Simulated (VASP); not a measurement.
# Ca3W (Pm-3m) in VASP: a series of runs, part 2 of 2

VASP 6.6.1. The steps go on from the part before.

**3. Single point, PBE**

This run uses another cell than the first one, of 28.30 Å³/atom.

INCAR

```
PREC = Accurate
ENCUT = 520
EDIFF = 1E-6
ISMEAR = 0
SIGMA = 0.1
LREAL = F
LASPH = T
NELM = 60
ALGO = Fast
ISIF = 2
LWAVE = F
LCHARG = F
GGA = PE
NBANDS = 30
```

KPOINTS

```
regular mesh
0
Gamma
  10 10 10
```

POSCAR

```
Ca3W
1.0
    4.8374808237      0.0000000000      0.0000000000
    0.0000000000      4.8374808237      0.0000000000
    0.0000000000      0.0000000000      4.8374808237
Ca W
3 1
Direct
    0.0000000000      0.5000000000      0.5000000000
    0.5000000000      0.0000000000      0.5000000000
    0.5000000000      0.5000000000      0.0000000000
    0.0000000000      0.0000000000      0.0000000000
```

Potentials or basis: VASP PAW PBE potentials, release 64 (Ca_sv, W_sv).

The run is started by

```bash
> cat potpaw_PBE.64/Ca_sv/POTCAR potpaw_PBE.64/W_sv/POTCAR > POTCAR
> mpirun -np 1 vasp_std > vasp.out
```

OUTCAR:

```text
PREC = Accurate
   ENCUT = 520
   EDIFF = 1E-6
   ISMEAR = 0
   LREAL = F
   LASPH = T
   NELM = 60
   ISIF = 2
   GGA = PE

 ion  position               nearest neighbor table
   1  0.000  0.500  0.500-
   2  0.500  0.000  0.500-
   3  0.500  0.500  0.000-
   4  0.000  0.000  0.000-

  LATTYP: Found a simple cubic cell.
 ALAT       =     4.8374808237

  Lattice vectors:

 A1 = (   4.8374808237,   0.0000000000,   0.0000000000)
 A2 = (   0.0000000000,   4.8374808237,   0.0000000000)
 A3 = (   0.0000000000,   0.0000000000,   4.8374808237)

Analysis of symmetry for initial positions (statically):
=====================================================================
 Subroutine PRICEL returns:
 Original cell was already a primitive cell.

 Routine SETGRP: Setting up the symmetry group for a
 simple cubic supercell.

 Subroutine GETGRP returns: Found 48 space group operations
 (whereof 48 operations were pure point group operations)
[... 161 lines left out ...]

 Free energy of the ion-electron system (eV)
  ---------------------------------------------------
  ext. energy  EPLUGINS =         0.00000000
  ---------------------------------------------------
  free energy    TOTEN  =       -14.75595742 eV

  energy without entropy =      -14.71198208  energy(sigma->0) =      -14.73396975

 E-fermi :   3.6069     XC(G=0):  -9.4188

 val. band max:        3.6029293092   @ k =   0.5000   0.3000   0.1000
 cond. band min:       3.6121041395   @ k =   0.3000   0.3000   0.1000
 fundamental gap:      0.0091748304
 Fermi energy:         3.6068614770

 k-point     1 :       0.0000    0.0000    0.0000
  band No.  band energies     occupation
      1     -69.8193      2.00000
      2     -37.0609      2.00000
      3     -36.9816      2.00000
      4     -36.9816      2.00000
      5     -33.9774      2.00000
      6     -33.9774      2.00000
[... 781 lines left out ...]
     29       6.5150      0.00000
     30       6.9808      0.00000

 [... further k-points ...]
[... 5 lines left out ...]
  --------------------------------------------------------------------------------------
  -------------------------------------------------------------------------------------
  Total        0.0297491      0.0297491      0.0297491      0.0000000     -0.0000000     -0.0000000
  in kB        0.4210426      0.4210426      0.4210426      0.0000000     -0.0000000     -0.0000000
  external PRESSURE =       0.4210426 kB  Pullay stress =       0.0000000 kB

 VOLUME and BASIS-vectors are now :
 -----------------------------------------------------------------------------
  energy-cutoff  :      520.00
  volume of cell :      113.20
      direct lattice vectors                 reciprocal lattice vectors
     4.837480824  0.000000000  0.000000000     0.206719166  0.000000000  0.000000000
     0.000000000  4.837480824  0.000000000     0.000000000  0.206719166  0.000000000
     0.000000000  0.000000000  4.837480824     0.000000000  0.000000000  0.206719166

 POSITION                                       TOTAL-FORCE (eV/Angst)
 -----------------------------------------------------------------------------------
      0.00000      2.41874      2.41874         0.000000      0.000000      0.000000
      2.41874      0.00000      2.41874         0.000000      0.000000      0.000000
      2.41874      2.41874      0.00000         0.000000      0.000000      0.000000
      0.00000      0.00000      0.00000         0.000000      0.000000      0.000000
 -----------------------------------------------------------------------------------
    total drift:                                0.000000      0.000000      0.000000

  FREE ENERGIE OF THE ION-ELECTRON SYSTEM (eV)
  ---------------------------------------------------
  free  energy   TOTEN  =       -14.7559574195 eV

  energy  without entropy=      -14.7119820803  energy(sigma->0) =      -14.73396975
```

stdout:

```text
POSCAR found type information on POSCAR CaW
 POSCAR found :  2 types and       4 ions
 scaLAPACK will be used
 LDA part: xc-table for (Slater+PW92), standard interpolation
 POSCAR, INCAR and KPOINTS ok, starting setup
 FFT: planning ... GRIDC
 FFT: planning ... GRID_SOFT
 FFT: planning ... GRID
 WAVECAR not read
 entering main loop
WARNING in EDDRMM: call to ZHEGV failed, returncode =   8  4     20
WARNING in EDDRMM: call to ZHEGV failed, returncode =   8  4     26
WARNING in EDDRMM: call to ZHEGV failed, returncode =   8  4     18
WARNING in EDDRMM: call to ZHEGV failed, returncode =   6  3     20
WARNING in EDDRMM: call to ZHEGV failed, returncode =   6  3     18
WARNING in EDDRMM: call to ZHEGV failed, returncode =   6  3     23
WARNING in EDDRMM: call to ZHEGV failed, returncode =   6  3     12
WARNING in EDDRMM: call to ZHEGV failed, returncode =   8  4     27
WARNING in EDDRMM: call to ZHEGV failed, returncode =   6  3     26
```

Wall time 4.8 min (1 thread of AMD EPYC 7R43 (Zen 3), shared host); peak memory 0.27 GiB.

What came out:

```yaml
Free_energy: -14.7560 eV
Pressure: 0.0 GPa
Band_gap_on_the_k_mesh: zero (bands 22 and 23 overlap by 1.13 eV)
```

Caveat: spin-orbit coupling is left out, which moves the levels of the heavy elements.

**4. Relaxation of cell and atoms, PBE**

This run uses another cell than the first one, of 28.37 Å³/atom.

INCAR

```
SYSTEM = Ca3W
ALGO = Fast
EDIFF = 1E-6
EDIFFG = -0.01
ENCUT = 600
GGA = PE
IBRION = 2
ISIF = 3
ISMEAR = 0
LASPH = .TRUE.
LCHARG = .FALSE.
LREAL = .FALSE.
LWAVE = .FALSE.
NELM = 100
NSW = 100
PREC = Accurate
SIGMA = 0.1
```

KPOINTS

```
k-points
0
G
  10 10 10
  0 0 0
```

POSCAR

```
Ca3W
1.0
    4.8413885544      0.0000000000      0.0000000000
    0.0000000000      4.8413885544      0.0000000000
    0.0000000000      0.0000000000      4.8413885544
Ca W
3 1
Direct
    0.0000000000      0.5000000000      0.5000000000
    0.5000000000      0.0000000000      0.5000000000
    0.5000000000      0.5000000000      0.0000000000
    0.0000000000      0.0000000000      0.0000000000
```

Potentials or basis: VASP PAW PBE potentials, release 64 (Ca_sv, W_sv).

The run is started by

```bash
> cat potpaw_PBE.64/Ca_sv/POTCAR potpaw_PBE.64/W_sv/POTCAR > POTCAR
> mpirun -np 1 vasp_std > vasp.out
```

OUTCAR:

```text
SYSTEM = Ca3W
   EDIFF = 1E-6
   EDIFFG = -0.01
   ENCUT = 600
   GGA = PE
   IBRION = 2
   ISIF = 3
   ISMEAR = 0
   LASPH = .TRUE.
   LREAL = .FALSE.
   NELM = 100
   NSW = 100
   PREC = Accurate

 ion  position               nearest neighbor table
   1  0.000  0.500  0.500-
   2  0.500  0.000  0.500-
   3  0.500  0.500  0.000-
   4  0.000  0.000  0.000-
[... 203 lines left out ...]
      4     -37.0022      2.00000
      5     -33.9953      2.00000
      6     -33.9953      2.00000
[... 685 lines left out ...]
     25       5.0027      0.00000
     26       5.1640      0.00000

 [... further k-points ...]
[... 5 lines left out ...]
  --------------------------------------------------------------------------------------
  -------------------------------------------------------------------------------------
  Total       -0.0083268     -0.0083268     -0.0083268     -0.0000000      0.0000000      0.0000000
  in kB       -0.1175654     -0.1175654     -0.1175654     -0.0000000      0.0000000      0.0000000
  external PRESSURE =      -0.1175654 kB  Pullay stress =       0.0000000 kB

 VOLUME and BASIS-vectors are now :
 -----------------------------------------------------------------------------
  energy-cutoff  :      600.00
  volume of cell :      113.48
      direct lattice vectors                 reciprocal lattice vectors
     4.841388554  0.000000000  0.000000000     0.206552312  0.000000000  0.000000000
     0.000000000  4.841388554  0.000000000     0.000000000  0.206552312  0.000000000
     0.000000000  0.000000000  4.841388554     0.000000000  0.000000000  0.206552312

 POSITION                                       TOTAL-FORCE (eV/Angst)
 -----------------------------------------------------------------------------------
      0.00000      2.42069      2.42069         0.000000      0.000000      0.000000
      2.42069      0.00000      2.42069         0.000000      0.000000      0.000000
      2.42069      2.42069      0.00000         0.000000      0.000000      0.000000
      0.00000      0.00000      0.00000         0.000000      0.000000      0.000000
 -----------------------------------------------------------------------------------
    total drift:                                0.000000     -0.000000     -0.000000

  FREE ENERGIE OF THE ION-ELECTRON SYSTEM (eV)
  ---------------------------------------------------
  free  energy   TOTEN  =       -14.7560545309 eV

  energy  without entropy=      -14.7119130576  energy(sigma->0) =      -14.73398379

 reached required accuracy - stopping structural energy minimisation
```

OSZICAR:

```text
N       E                     dE             d eps       ncg     rms          rms(c)
DAV:   1     0.480497231830E+03    0.48050E+03   -0.24254E+04  2912   0.185E+03
DAV:   2     0.137392874904E+02   -0.46676E+03   -0.46340E+03  2924   0.531E+02
DAV:   3    -0.139000803845E+02   -0.27639E+02   -0.27086E+02  4850   0.981E+01
[... 16 lines left out ...]
RMM:  20    -0.147560468655E+02   -0.48937E-05   -0.53436E-05  2337   0.110E-02    0.105E-02
RMM:  21    -0.147560508466E+02   -0.39811E-05   -0.43101E-05  2357   0.834E-03    0.612E-03
RMM:  22    -0.147560527549E+02   -0.19083E-05   -0.19193E-05  1933   0.601E-03    0.554E-03
RMM:  23    -0.147560538981E+02   -0.11432E-05   -0.12383E-05  1712   0.501E-03    0.577E-03
RMM:  24    -0.147560545309E+02   -0.63279E-06   -0.69391E-06  1530   0.433E-03
   1 F= -.14756055E+02 E0= -.14733984E+02  d E =-.147561E+02
```

It took 6.8 min on 1 thread of AMD EPYC 7R43 (Zen 3), shared host; peak memory 0.34 GiB.

What came out:

- Free energy: -14.7561 eV
- Pressure after relaxing: 0.0 GPa
- Band gap on the k mesh: zero (bands 22 and 23 overlap by 1.17 eV)

Final structure:
```
Ca W
1.0
     4.84139    0.00000    0.00000
     0.00000    4.84139    0.00000
     0.00000    0.00000    4.84139
Ca W
3 1
Cartesian
  0.0000 2.4207 2.4207
  2.4207 0.0000 2.4207
  2.4207 2.4207 0.0000
  0.0000 0.0000 0.0000
```

Caveat: the relaxation stopped at its first step, so nothing moved; spin-orbit coupling is left out, which moves the levels of the heavy elements.

**5. Overview**

| task | cell | k mesh | cutoff (eV) | gap on the mesh (eV) | pressure (GPa) |
| --- | --- | --- | --- | --- | --- |
| relaxation of cell and atoms | relaxed from a = 4.616 Å, 4 atoms | 4 × 4 × 4 | 600 | none | -0.1 |
| single point | a = 4.837 Å, 4 atoms | 10 × 10 × 10 | 520 | none | 0.0 |
| relaxation of cell and atoms | relaxed from a = 4.841 Å, 4 atoms | 10 × 10 × 10 | 600 | none | 0.0 |

Alike in all rows: level PBE; potentials or basis VASP PAW PBE potentials, release 64 (Ca_sv, W_sv); no spin polarisation; smearing gaussian 0.1 eV.

Caveats: spin-orbit coupling is left out, which moves the levels of the heavy elements; the volume moved by over 15 % at a fixed basis, so the end points are rough (at least some runs); the relaxation stopped at its first step, so nothing moved (at least some runs).

Total energies depend on the potentials used, so only differences within one code and one set of settings carry meaning.

The gap in the log of VASP goes by the Fermi energy; the results here count the filled bands.